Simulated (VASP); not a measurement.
Input of a VASP 6.6.1 run:

The input INCAR:

```
  ALGO = Normal
  EDIFF = 1E-8
  ENCUT = 520
  GGA = PE
  IBRION = 8
  ISIF = 2
  ISMEAR = 0
  KPAR = 4
  LASPH = True
  LCHARG = False
  LREAL = False
  LWAVE = False
  NELM = 80
  NSW = 1
  PREC = Accurate
  SIGMA = 0.01
```

Contents of KPOINTS:

```
k-points
0
Gamma
  8 8 8
```

The input POSCAR:

```
FeSi
1.0
    4.4476157828      0.0000000000      0.0000000000
    0.0000000000      4.4476157828      0.0000000000
    0.0000000000      0.0000000000      4.4476157828
Fe Si
4 4
Direct
    0.1361163172      0.1361163172      0.1361163172
    0.3638836828      0.8638836828      0.6361163172
    0.6361163172      0.3638836828      0.8638836828
    0.8638836828      0.6361163172      0.3638836828
    0.8408470709      0.8408470709      0.8408470709
    0.6591529291      0.1591529291      0.3408470709
    0.3408470709      0.6591529291      0.1591529291
    0.1591529291      0.3408470709      0.6591529291
```

Potentials or basis: VASP PAW PBE potentials, release 64 (Fe, Si).

Run with:

```console
$ cat potpaw_PBE.64/Fe/POTCAR potpaw_PBE.64/Si/POTCAR > POTCAR
$ mpirun -np 4 vasp_std > vasp.out
```

(1) Estimate the highest phonon frequency at Γ.

Answers

(1) 467 cm⁻¹.

Caveat: the run has no spin polarisation, though such a crystal can be magnetic.
